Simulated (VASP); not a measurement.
Al2Au: single point with r2SCAN

Al2Au:

```
Au Al
1.0
     0.00000    3.05884    3.05884
     3.05884    0.00000    3.05884
     3.05884    3.05884    0.00000
Au Al
1 2
Cartesian
  0.0000 0.0000 0.0000
  4.5883 4.5883 4.5883
  1.5294 1.5294 1.5294
```

- Program: VASP 6.6.1
- Task: single point
- Functional: r2SCAN
- Potentials or basis: VASP PAW PBE potentials, release 64 (Au, Al)
- Cutoff: 520 eV
- k mesh: 8 × 8 × 8
- Occupations: fermi-dirac, width 0.05 eV
- Spin: no spin polarisation

```
Pressure : -5.9 GPa
```

Levels at points of the mesh, in eV from the Fermi level:
| k point | band 6 | band 7 | band 8 | band 9 | band 10 | band 11 | band 12 | band 13 |
| --- | --- | --- | --- | --- | --- | --- | --- | --- |
| (0.00, 0.00, 0.00) | -5.67 | 2.46 | 3.04 | 3.04 | 3.04 | 3.92 | 3.92 | 3.92 |
| (0.50, 0.00, 0.00) | -5.55 | -5.51 | 0.37 | 0.37 | 3.60 | 3.69 | 3.92 | 3.92 |
| (0.50, 0.50, 0.00) | -5.38 | -5.10 | -2.11 | -2.11 | 1.23 | 2.34 | 7.99 | 10.12 |

It took 30 s on 1 thread of Intel(R) Xeon(R) 6975P-C (Granite Rapids) (shared host), peak memory 0.19 GiB.

Caveat: the PAW data sets were made with another functional, which shifts forces and pressure a little; spin-orbit coupling is left out, which moves the levels of the heavy elements.
